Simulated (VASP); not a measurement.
Write the native input for VASP 6.6.1 that does the following.

- Task: density of states
- Functional: PBE
- Potentials or basis: VASP PAW PBE potentials, release 64 (As, H, Sr_sv)
- Cutoff: 520 eV
- k mesh: 7 × 7 × 5
- Occupations: tetrahedron, width 0.1 eV
- Spin: no spin polarisation
- Dipole correction: no
- k mesh for the DOS: 11 × 11 × 8
- Occupations for the DOS: tetrahedron
- Further INCAR settings: ALGO = Normal; EDIFF = 1e-07; NBANDS = 19

Crystal: SrAs2H2.

```
As H Sr
1.0
     2.26317    3.91993    0.00000
    -2.26317    3.91993    0.00000
     0.00000    0.00000    4.84141
As H Sr
2 2 1
Direct
  0.33330 0.33340 0.46560
  0.66670 0.66660 0.53440
  0.33330 0.33340 0.10670
  0.66670 0.66660 0.89330
  0.00000 0.00000 0.00000
```

The input as run:

POSCAR

```
SrAs2H2
1.0
    2.2631740000      3.9199290000      0.0000000000
   -2.2631740000      3.9199290000      0.0000000000
    0.0000000000      0.0000000000      4.8414150000
As H Sr
2 2 1
Direct
    0.3333000000      0.3334000000      0.4656000000
    0.6667000000      0.6666000000      0.5344000000
    0.3333000000      0.3334000000      0.1067000000
    0.6667000000      0.6666000000      0.8933000000
    0.0000000000      0.0000000000      0.0000000000
```

INCAR.step1

```
SYSTEM = SrAs2H2
PREC = Accurate ; ENCUT = 520
EDIFF = 1E-7 ; ISMEAR = -5
SIGMA = 0.1 ; LREAL = .False.
LASPH = .True. ; NELM = 80
ALGO = Normal ; ISIF = 2
LWAVE = .False. ; LCHARG = .True.
GGA = PE ; NBANDS = 19
```

KPOINTS.step1

```
Automatic mesh
0
Gamma
  7 7 5
  0 0 0
```

INCAR.step2

```
SYSTEM = SrAs2H2
PREC = Accurate ; ENCUT = 520
EDIFF = 1E-7 ; ISMEAR = -5
SIGMA = 0.1 ; LREAL = .False.
LASPH = .True. ; NELM = 80
ALGO = Normal ; ISIF = 2
LWAVE = .False. ; LCHARG = .False.
GGA = PE ; LORBIT = 10
NBANDS = 19 ; NEDOS = 2001
ICHARG = 11
```

KPOINTS.step2

```
Automatic mesh
0
Gamma
  11 11 8
  0 0 0
```

Potentials or basis: VASP PAW PBE potentials, release 64 (As, H, Sr_sv).

Command:

```sh
$ cat potpaw_PBE.64/As/POTCAR potpaw_PBE.64/H/POTCAR potpaw_PBE.64/Sr_sv/POTCAR > POTCAR
$ cp INCAR.step1 INCAR
$ cp KPOINTS.step1 KPOINTS
$ mpirun -np 1 vasp_std > vasp.out
$ cp INCAR.step2 INCAR
$ cp KPOINTS.step2 KPOINTS
$ mpirun -np 1 vasp_std > vasp.out
```

It gave:

```
Valence electrons inside the program's atomic spheres : As 2.73; H 0.51; Sr 7.99
```

Run time: 7.8 min on 1 thread of Oxide Virtual Turin-like Processor, with other jobs on the host, peak memory 0.53 GiB.
